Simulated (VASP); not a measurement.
H, 1 atom in the cell. It takes space group Im-3m (No. 229, cubic). The conventional cell has a = 2.306 Å, b = 2.306 Å, c = 2.306 Å, α = 90.00°, β = 90.00°, γ = 90.00°. Within 2.6 Å of H (site symmetry m-3m) lie 14 H at 2.00 to 2.31 Å. 

| Item | Value |
| --- | --- |
| Program | VASP 6.6.1 |
| Task | density of states |
| Functional | PBE |
| Potentials or basis | VASP PAW PBE potentials, release 64 (H) |
| Cutoff | 520 eV |
| k mesh | 20 × 20 × 20 |
| Occupations | fermi-dirac, width 0.1 eV |
| Spin | no spin polarisation |
| Dipole correction | no |
| k mesh for the DOS | 30 × 30 × 30 |
| Occupations for the DOS | tetrahedron |
| Further INCAR settings | ALGO = Normal; EDIFF = 1e-06; NBANDS = 6 |

Potentials or basis: VASP PAW PBE potentials, release 64 (H).

Run with:

```sh
$ cat potpaw_PBE.64/H/POTCAR > POTCAR
$ cp INCAR.step1 INCAR
$ cp KPOINTS.step1 KPOINTS
$ mpirun -np 1 vasp_std > vasp.out
$ cp INCAR.step2 INCAR
$ cp KPOINTS.step2 KPOINTS
$ mpirun -np 1 vasp_std > vasp.out
```

Hardware: 1 thread of AMD EPYC 7R13, with other jobs on the host.

Estimate the wall time of this run.

Run time: 67 s on 1 thread of AMD EPYC 7R13, on a shared host, peak memory 0.13 GiB. Counts: k points 752.
